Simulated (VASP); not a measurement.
Wanted: the native input for a VASP 6.6.1 run.

```
Task                   : relaxation of cell and atoms
Functional             : PBEsol
Potentials or basis    : VASP PAW PBE potentials, release 64 (Hf_pv, C)
Cutoff                 : 600 eV
k mesh                 : 18 × 18 × 18
Occupations            : fermi-dirac, width 0.1 eV
Spin                   : no spin polarisation
Target pressure        : 15 GPa
Dipole correction      : no
Further INCAR settings : ALGO = Normal; EDIFF = 1e-06; IBRION = 2; EDIFFG = -0.002; NSW = 100; ISIF = 3
```

The structure of HfC lies in POSCAR:

```
HfC
1.0
    0.0000000000      2.3036722454      2.3036722454
    2.3036722454      0.0000000000      2.3036722454
    2.3036722454      2.3036722454      0.0000000000
Hf C
1 1
Direct
    0.5000000000      0.5000000000      0.5000000000
    0.0000000000      0.0000000000      0.0000000000
```

These files were run (other wordings do the same):

INCAR

```
  PREC = Accurate
  ENCUT = 600
  EDIFF = 1E-6
  ISMEAR = -1
  SIGMA = 0.1
  LREAL = F
  LASPH = T
  NELM = 80
  ALGO = Normal
  ISIF = 3
  LWAVE = F
  LCHARG = F
  GGA = PS
  IBRION = 2
  NSW = 100
  EDIFFG = -0.002
  PSTRESS = 150.0
```

KPOINTS

```
regular mesh
0
Gamma
  18 18 18
```

Potentials or basis: VASP PAW PBE potentials, release 64 (Hf_pv, C).

The run is started by

```console
$ cat potpaw_PBE.64/Hf_pv/POTCAR potpaw_PBE.64/C/POTCAR > POTCAR
$ mpirun -np 1 vasp_std > vasp.out
```

It gave:

- Relaxed volume: 11.57 Å³/atom
- Relaxed cell: a = 3.199 Å, b = 3.199 Å, c = 3.199 Å, α = 60.00°, β = 60.00°, γ = 60.00°
- Space group after relaxing (to 0.1 Å): Fm-3m (No. 225)
- Energy change on relaxing (the run minimises the enthalpy): +28.2 meV/atom
- Ionic steps: 7
- Pressure after relaxing: 15.0 GPa
- Band gap on the k mesh: zero (bands 7 and 8 overlap by 1.49 eV)

Caveat: the cell is relaxed towards a set pressure, so the run minimises the enthalpy, not the energy; the PAW data sets were made with another functional, which shifts forces and pressure a little; spin-orbit coupling is left out, which moves the levels of the heavy elements.

Wall time 4.3 min on 1 thread of Intel(R) Xeon(R) Platinum 8259CL CPU @ 2.50GHz (Skylake/Cascade Lake), on a shared host, peak memory 0.23 GiB.
